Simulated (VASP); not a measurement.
# K2MgH4 in VASP: a series of runs

K2MgH4 is run at these levels: PBE; tasks: single point.

All numbers are computed with VASP 6.6.1; they aren't measurements. Logs are shortened: lines on timing, memory, paths and dates and some standing lists are left out, and cuts for length are marked.

### 1 The cell of the first run

The cell holds an amorphous packing of atoms, 7 atoms: a = 4.547 Å, b = 5.272 Å, c = 5.704 Å, α = 83.15°, β = 89.86°, γ = 66.10°.

### 2 Single point, PBE

INCAR

```
SYSTEM = K2MgH4
  PREC = Accurate
  ENCUT = 520
  EDIFF = 1E-7
  ISMEAR = 1
  SIGMA = 0.15
  LREAL = .False.
  LASPH = .True.
  NELM = 80
  ALGO = Normal
  ISIF = 2
  LWAVE = .False.
  LCHARG = .True.
  GGA = PE
  LELF = .True.
  LVHAR = .True.
  NBANDS = 21
```

KPOINTS

```
regular mesh
0
Gamma
  4 3 3
  0 0 0
```

POSCAR

```
K2MgH4
1.0
    4.2865890000      1.4940240000     -0.2591560000
    0.5085950000      5.1830940000      0.8220120000
    0.4466230000     -0.2525010000      5.6813210000
Mg K H
1 2 4
Direct
    0.1883249849      0.4646460664      0.9478587651
    0.8920673289      0.0424024384      0.1703748631
    0.6097594366      0.5963795428      0.5416788940
    0.6882884199      0.5386153512      0.9893878187
    0.1359622244      0.3116666040      0.3871514631
    0.1815061433      0.2841198794      0.6388314365
    0.7486698430      0.0151466972      0.7209336552
```

Potentials or basis: VASP PAW PBE potentials, release 64 (Mg, K_sv, H).

The run is started by

```bash
$ cat potpaw_PBE.64/Mg/POTCAR potpaw_PBE.64/K_sv/POTCAR potpaw_PBE.64/H/POTCAR > POTCAR
$ mpirun -np 1 vasp_std > vasp.out
```

OUTCAR:

```text
SYSTEM = K2MgH4
   PREC = Accurate
   ENCUT = 520
   EDIFF = 1E-7
   ISMEAR = 1
   LREAL = .False.
   LASPH = .True.
   NELM = 80
   ISIF = 2
   GGA = PE

 ion  position               nearest neighbor table
   1  0.188  0.465  0.948-   6 2.11   4 2.16   2 3.18   3 3.19   2 3.21   2 3.22   3 3.31
   2  0.892  0.042  0.170-   1 3.18   1 3.21   1 3.22   3 3.59   3 3.62   3 3.65
   3  0.610  0.596  0.542-   1 3.19   1 3.31   2 3.59   2 3.62   2 3.65
   4  0.688  0.539  0.989-   1 2.16
   5  0.136  0.312  0.387-
   6  0.182  0.284  0.639-   1 2.11
   7  0.749  0.015  0.721-

  LATTYP: Found a triclinic cell.
 ALAT       =     5.2724601483
 B/A-ratio  =     0.8623829388
 C/A-ratio  =     1.0819313881
 COS(alpha) =     0.0025021110
 COS(beta)  =     0.1193136106
 COS(gamma) =     0.4050672522

  Lattice vectors:

 A1 = (  -0.5085950000,  -5.1830940000,  -0.8220120000)
 A2 = (  -4.2865890000,  -1.4940240000,   0.2591560000)
 A3 = (  -0.4466230000,   0.2525010000,  -5.6813210000)

Analysis of symmetry for initial positions (statically):
=====================================================================
 Subroutine PRICEL returns:
 Original cell was already a primitive cell.

 Routine SETGRP: Setting up the symmetry group for a
 triclinic supercell.

 Subroutine GETGRP returns: Found  1 space group operations
 (whereof  1 operations were pure point group operations)
 out of a pool of  2 trial point group operations.

The static configuration has the point symmetry C_1 .

Analysis of symmetry for dynamics (positions and initial velocities):
=====================================================================
 Subroutine PRICEL returns:
 Original cell was already a primitive cell.

 Routine SETGRP: Setting up the symmetry group for a
 triclinic supercell.

 Subroutine GETGRP returns: Found  1 space group operations
 (whereof  1 operations were pure point group operations)
 out of a pool of  2 trial point group operations.

The dynamic configuration has the point symmetry C_1 .

 Subroutine INISYM returns: Found  1 space group operations
 (whereof  1 operations are pure point group operations),
 and found     1 'primitive' translations

----------------------------------------------------------------------------------------

                                     Primitive cell

  volume of cell :     123.9809

  direct lattice vectors                    reciprocal lattice vectors
     4.286589000  1.494024000 -0.259156000     0.239185130 -0.020344768 -0.019707152
     0.508595000  5.183094000  0.822012000    -0.067934618  0.197362979  0.014112125
     0.446623000 -0.252501000  5.681321000     0.020739777 -0.029483848  0.173074614

  length of vectors
     4.546879677  5.272460148  5.704440127     0.240856405  0.209204230  0.176788737

  position of ions in fractional coordinates (direct lattice)
     0.188324985  0.464646066  0.947858765
     0.892067329  0.042402438  0.170374863
     0.609759437  0.596379543  0.541678894
     0.688288420  0.538615351  0.989387819
     0.135962224  0.311666604  0.387151463
     0.181506143  0.284119879  0.638831436
     0.748669843  0.015146697  0.720933655

  ion indices of the primitive-cell ions
   primitive index   ion index
                 1           1
                 2           2
                 3           3
                 4           4
                 5           5
                 6           6
                 7           7

----------------------------------------------------------------------------------------

 KPOINTS: regular mesh

Automatic generation of k-mesh.
 Grid dimensions read from file:
 generate k-points for:    4    3    3

 Generating k-lattice:

  Cartesian coordinates                     Fractional coordinates (reciprocal lattice)
     0.059796282 -0.005086192 -0.004926788     0.250000000  0.000000000  0.000000000
    -0.022644873  0.065787660  0.004704042     0.000000000  0.333333333  0.000000000
     0.006913259 -0.009827949  0.057691538    -0.000000000 -0.000000000  0.333333333

  Length of vectors
     0.060214101  0.069734743  0.058929579

  Shift w.r.t. Gamma in fractional coordinates (k-lattice)
     0.000000000  0.000000000  0.000000000

 Subroutine IBZKPT returns following result:
 ===========================================

 Found     19 irreducible k-points:

 Following reciprocal coordinates:
            Coordinates               Weight
  0.000000  0.000000  0.000000      1.000000
  0.250000  0.000000  0.000000      2.000000
  0.500000  0.000000  0.000000      1.000000
  0.000000  0.333333  0.000000      2.000000
  0.250000  0.333333  0.000000      2.000000
  0.500000  0.333333  0.000000      2.000000
[... 11 lines left out ...]
  0.500000 -0.333333  0.333333      2.000000
 -0.250000 -0.333333  0.333333      2.000000
   k-points           NKPTS =     19   k-points in BZ     NKDIM =     19   number of bands    NBANDS=     21
   number of dos      NEDOS =    301   number of ions     NIONS =      7
   total plane-waves  NPLWV =  60480
   dimension x,y,z NGX =    36 NGY =   40 NGZ =   42
   dimension x,y,z NGXF=    72 NGYF=   80 NGZF=   84
   ions per type =               1   2   4
   NGX,Y,Z   is equivalent  to a cutoff of  13.16, 12.61, 12.24 a.u.
   NGXF,Y,Z  is equivalent  to a cutoff of  26.33, 25.22, 24.48 a.u.
 SYSTEM =  K2MgH4
   PREC   = accura    normal or accurate (medium, high low for compatibility)
   ISTART =      0    job   : 0-new  1-cont  2-samecut
   ICHARG =      2    charge: 1-file 2-atom 10-const
   ISPIN  =      1    spin polarized calculation?
   LNONCOLLINEAR =      F non collinear calculations
   LSORBIT =      F    spin-orbit coupling
   LASPH  =      T    aspherical Exc in radial PAW
   ENCUT  =  520.0 eV  38.22 Ry    6.18 a.u.   8.45  9.80 10.61*2*pi/ulx,y,z
   NELM   =     80;   NELMIN=  2; NELMDL= -5     # of ELM steps
   EDIFF  = 0.1E-06   stopping-criterion for ELM
   LREAL  =      F    real-space projection
   EDIFFG = 0.1E-05   stopping-criterion for IOM
   NSW    =      0    number of steps for IOM
   IBRION =     -1    ionic relax: 0-MD 1-quasi-New 2-CG
   NFREE  =      0    steps in history (QN), initial steepest desc. (CG)
   ISIF   =      2    stress and relaxation
   ISYM   =      2    0-nonsym 1-usesym 2-fastsym
   POTIM  = 0.5000    time-step for ionic-motion
   TEBEG  =    0.0;   TEEND  =   0.0 temperature during run
   PSTRESS=    0.0 pullay stress
   NELECT =      24.0000    total number of electrons
   NUPDOWN=      -1.0000    fix difference up-down
   EMIN   =  10.00;   EMAX   =-10.00  energy-range for DOS
   EFERMI =   0.00;   METHOD = LEGACY
   ISMEAR =     1;   SIGMA  =   0.15  broadening in eV -4-tet -1-fermi 0-gaus
   EFERMI_NEDOS =   21; number of points for ismear=-14 and -15
   IALGO  =     38    algorithm
   IMIX   =      4    mixing-type and parameters
     AMIX     =   0.40;   BMIX     =  1.00
     AMIX_MAG =   1.60;   BMIX_MAG =  1.00
  volume/ion in A,a.u.               =      17.71       119.52
  Fermi-wavevector in a.u.,A,eV,Ry     =   0.947023  1.789613 12.202410  0.896852
  Thomas-Fermi vector in A             =   2.075076
   LORBIT       =      0    0 simple, 1 ext, 2 COOP (PROOUT), +10 PAW based schemes
   GGA     = PE    functional components
   LHFCALC =     F    Hartree Fock is set to
   AEXX    =    0.0000 exact exchange contribution
   IVDW    =     0    specifies the selected vdW correction
   LEPSILON=     F    determine dielectric tensor
   LRPA    =     F    only Hartree local field effects (RPA)
 non-spin polarized calculation
 Methfessel and Paxton  Order N= 1 SIGMA  =   0.15
  energy-cutoff  :      520.00
  volume of cell :      123.98
 maximum number of plane-waves:      3357
 NGX is ok and might be reduce to    36
   NGX = 17   NGY = 19   NGZ = 21

 number of electron      24.0000000 magnetization

 Free energy of the ion-electron system (eV)
  ---------------------------------------------------
  ext. energy  EPLUGINS =         0.00000000
  ---------------------------------------------------
  free energy    TOTEN  =       -14.97378302 eV

  energy without entropy =      -14.97310287  energy(sigma->0) =      -14.97355630

 E-fermi :   0.5044     XC(G=0):  -7.6005

 val. band max:        0.4475341334   @ k =   0.5000   0.0000   0.0000
 cond. band min:       0.5179278655   @ k =   0.0000   0.0000   0.0000
 fundamental gap:      0.0703937321
 Fermi energy:         0.5043952601

 k-point     1 :       0.0000    0.0000    0.0000
  band No.  band energies     occupation
      1     -30.6178      2.00000
      2     -30.1542      2.00000
      3     -14.2502      2.00000
      4     -14.1757      2.00000
      5     -14.0798      2.00000
      6     -13.7160      2.00000
[... 13 lines left out ...]
     20       5.9838      0.00000
     21       6.1104      0.00000

 k-point     2 :       0.2500    0.0000    0.0000
  band No.  band energies     occupation
      1     -30.6157      2.00000
      2     -30.1536      2.00000
      3     -14.2615      2.00000
      4     -14.2003      2.00000
      5     -14.0801      2.00000
      6     -13.7364      2.00000
[... 13 lines left out ...]
     20       6.2835      0.00000
     21       6.9583      0.00000

 k-point     3 :       0.5000    0.0000    0.0000
  band No.  band energies     occupation
      1     -30.6137      2.00000
      2     -30.1530      2.00000
      3     -14.2869      2.00000
      4     -14.2139      2.00000
      5     -14.0809      2.00000
      6     -13.7490      2.00000
[... 13 lines left out ...]
     20       6.8536      0.00000
     21       7.1769      0.00000
[... 337 lines left out ...]
 k-point    18 :       0.5000   -0.3333    0.3333
  band No.  band energies     occupation
      1     -30.6133      2.00000
      2     -30.1530      2.00000
      3     -14.2797      2.00000
      4     -14.2347      2.00000
      5     -14.0840      2.00000
      6     -13.7505      2.00000
[... 13 lines left out ...]
     20       6.5421      0.00000
     21       7.0878      0.00000

 k-point    19 :      -0.2500   -0.3333    0.3333
  band No.  band energies     occupation
      1     -30.6149      2.00000
      2     -30.1540      2.00000
      3     -14.2573      2.00000
      4     -14.2172      2.00000
      5     -14.0787      2.00000
      6     -13.7345      2.00000
[... 13 lines left out ...]
     20       6.2126      0.00000
     21       6.8993      0.00000

------------------------ aborting loop because EDIFF is reached ----------------------------------------

  FORCE on cell =-STRESS in cart. coord.  units (eV):
  Direction    XX          YY          ZZ          XY          YZ          ZX
  --------------------------------------------------------------------------------------
  -------------------------------------------------------------------------------------
  Total        0.5666667      0.2897484     -2.0239068     -0.2290612     -0.7177327      0.1853984
  in kB        7.3229086      3.7443550    -26.1545005     -2.9601073     -9.2751005      2.3958623
  external PRESSURE =      -5.0290790 kB  Pullay stress =       0.0000000 kB

 VOLUME and BASIS-vectors are now :
 -----------------------------------------------------------------------------
  energy-cutoff  :      520.00
  volume of cell :      123.98
      direct lattice vectors                 reciprocal lattice vectors
     4.286589000  1.494024000 -0.259156000     0.239185130 -0.020344768 -0.019707152
     0.508595000  5.183094000  0.822012000    -0.067934618  0.197362979  0.014112125
     0.446623000 -0.252501000  5.681321000     0.020739777 -0.029483848  0.173074614

 POSITION                                       TOTAL-FORCE (eV/Angst)
 -----------------------------------------------------------------------------------
      1.46692      2.45033      5.71823        -0.539046     -0.241279     -0.314030
      3.92158      1.50953      0.77163        -0.076384     -0.380808      0.222889
      3.15903      3.86531      3.40966        -0.320715      0.014071     -0.095103
      3.66623      3.57019      5.88540        -0.513749     -0.048427      0.216221
      0.91424      1.72077      2.42049         0.714390      0.455948     -0.600656
      1.20786      1.58249      3.81592         0.123807      0.576118      0.611741
      3.53893      1.01500      3.91428         0.611696     -0.375623     -0.041062
 -----------------------------------------------------------------------------------
    total drift:                               -0.000259      0.000047     -0.000234

  FREE ENERGIE OF THE ION-ELECTRON SYSTEM (eV)
  ---------------------------------------------------
  free  energy   TOTEN  =       -14.9737830164 eV

  energy  without entropy=      -14.9731028698  energy(sigma->0) =      -14.97355630
```

Wall time 57 s (1 thread of AMD EPYC 7R13 (Zen 3), shared host); peak memory 0.22 GiB.

What came out:

```yaml
Free_energy: -14.9738 eV
Pressure: -0.5 GPa
Largest_force: 1.039 eV/Å
Band_gap_on_the_k_mesh: zero (band 12 reaches 0.52 eV, above the bottom of band 13 at 0.45 eV)
```

Forces in eV/Å, atoms in the order of the input:
```
Mg  -0.539 -0.241 -0.314
K   -0.076 -0.381  0.223
K   -0.321  0.014 -0.095
H   -0.514 -0.048  0.216
H    0.714  0.456 -0.601
H    0.124  0.576  0.612
H    0.612 -0.376 -0.041
```

Stress tensor (GPa, compression positive):
```
 0.73 -0.30  0.24
-0.30  0.37 -0.93
 0.24 -0.93 -2.62
```

Caveat: the k points lie up to 0.44 Å⁻¹ apart.

### 3 Single point, PBE

INCAR

```
ALGO = Normal
EDIFF = 1E-7
ENCUT = 520
GGA = PE
ISIF = 2
ISMEAR = 1
LASPH = True
LCHARG = False
LREAL = False
LWAVE = False
NBANDS = 21
NELM = 80
PREC = Accurate
SIGMA = 0.15
```

KPOINTS

```
k-points
0
Gamma
  4 3 3
```

POSCAR

```
K2MgH4
1.0
    4.2867240000      1.4940710000     -0.2591640000
    0.5086110000      5.1832570000      0.8220380000
    0.4466370000     -0.2525090000      5.6815000000
Mg K H
1 2 4
Direct
    0.1889737779      0.4634260396      0.9479286078
    0.8916177387      0.0426753313      0.1707599183
    0.6103440180      0.5963767437      0.5412647807
    0.6760387063      0.5346494029      0.9964044301
    0.1348207689      0.3279882575      0.3818764197
    0.1718866107      0.2972698523      0.6365232257
    0.7483699241      0.0083268378      0.7239224793
```

Potentials or basis: VASP PAW PBE potentials, release 64 (Mg, K_sv, H).

The run is started by

```bash
$ cat potpaw_PBE.64/Mg/POTCAR potpaw_PBE.64/K_sv/POTCAR potpaw_PBE.64/H/POTCAR > POTCAR
$ mpirun -np 1 vasp_std > vasp.out
```

Wall time 56 s (1 thread of AMD EPYC 7R13 (Zen 3), shared host); peak memory 0.22 GiB.

The run converged. Its results:

```
Free energy            : -15.0940 eV
Pressure               : -0.6 GPa
Largest force          : 1.126 eV/Å
Band gap on the k mesh : 0.07 eV, indirect (least direct gap 0.64 eV)
```

Forces on the atoms (eV/Å):
```
Mg  -0.517 -0.159 -0.276
K   -0.020 -0.405  0.272
K   -0.404  0.004 -0.071
H   -0.595 -0.016  0.114
H    0.668  0.398 -0.814
H    0.241  0.553  0.802
H    0.627 -0.375 -0.027
```

Stress tensor (GPa, compression positive):
```
 0.73 -0.45  0.14
-0.45  0.60 -0.97
 0.14 -0.97 -2.98
```

Levels at points of the mesh, in eV from the valence-band top:
| k point | band 9 | band 10 | band 11 | band 12 | band 13 | band 14 | band 15 | band 16 |
| --- | --- | --- | --- | --- | --- | --- | --- | --- |
| (0.00, 0.00, 0.00) | -5.69 | -3.20 | -1.66 | 0.00 | 1.86 | 2.41 | 3.27 | 4.03 |
| (0.50, 0.00, 0.00) | -4.65 | -3.54 | -1.69 | -0.57 | 0.07 | 2.95 | 3.38 | 3.74 |

Caveat: the k points lie up to 0.44 Å⁻¹ apart.

### 4 Single point, PBE

INCAR

```
SYSTEM = K2MgH4
ALGO = Normal
EDIFF = 1E-6
ENCUT = 520
GGA = PE
ISIF = 2
ISMEAR = 1
LASPH = .TRUE.
LCHARG = .FALSE.
LREAL = .FALSE.
LWAVE = .FALSE.
NBANDS = 21
NELM = 100
PREC = Accurate
SIGMA = 0.15
```

KPOINTS

```
k-points
0
G
  4 3 3
  0 0 0
```

POSCAR

```
K2MgH4
1.0
    4.2863320000      1.4939340000     -0.2591400000
    0.5085640000      5.1827830000      0.8219630000
    0.4465970000     -0.2524860000      5.6809800000
Mg K H
1 2 4
Direct
    0.1894422923      0.4622382381      0.9479882603
    0.8910847730      0.0430068137      0.1711612606
    0.6108146631      0.5965601574      0.5409632027
    0.6626425741      0.5320992609      1.0021952712
    0.1372397038      0.3424888684      0.3749298746
    0.1649584185      0.3105250149      0.6376343961
    0.7504671066      0.0004125658      0.7268029340
```

The run is started by

```bash
$ cat potpaw_PBE.64/Mg/POTCAR potpaw_PBE.64/K_sv/POTCAR potpaw_PBE.64/H/POTCAR > POTCAR
$ mpirun -np 1 vasp_std > vasp.out
```

It took 52 s on 1 thread of AMD EPYC 7R13 (Zen 3), shared host; peak memory 0.22 GiB.

The run converged. Its results:

* Free energy: -15.2593 eV
* Pressure: -0.6 GPa
* Largest force: 1.263 eV/Å
* Band gap on the k mesh: 0.34 eV, indirect (least direct gap 0.93 eV)

Forces in eV/Å, atoms in the order of the input:
```
Mg  -0.477 -0.043 -0.220
K    0.033 -0.425  0.318
K   -0.460 -0.014 -0.067
H   -0.671 -0.002  0.035
H    0.581  0.360 -1.062
H    0.350  0.497  1.002
H    0.644 -0.374 -0.006
```

Stress tensor (GPa, compression positive):
```
 0.74 -0.52  0.02
-0.52  0.81 -1.01
 0.02 -1.01 -3.26
```

Levels at points of the mesh, in eV from the valence-band top:
```
           k point  band 8  band 9  band 10  band 11  band 12  band 13  band 14  band 15  band 16  band 17
(0.00, 0.00, 0.00)  -13.94   -5.56    -3.02    -1.61     0.00     1.98     2.65     3.27     4.19     4.23
(0.50, 0.00, 0.00)  -13.93   -4.47    -3.44    -1.63    -0.59     0.34     3.03     3.48     3.84     4.32
```

Caveat: the k points lie up to 0.44 Å⁻¹ apart.
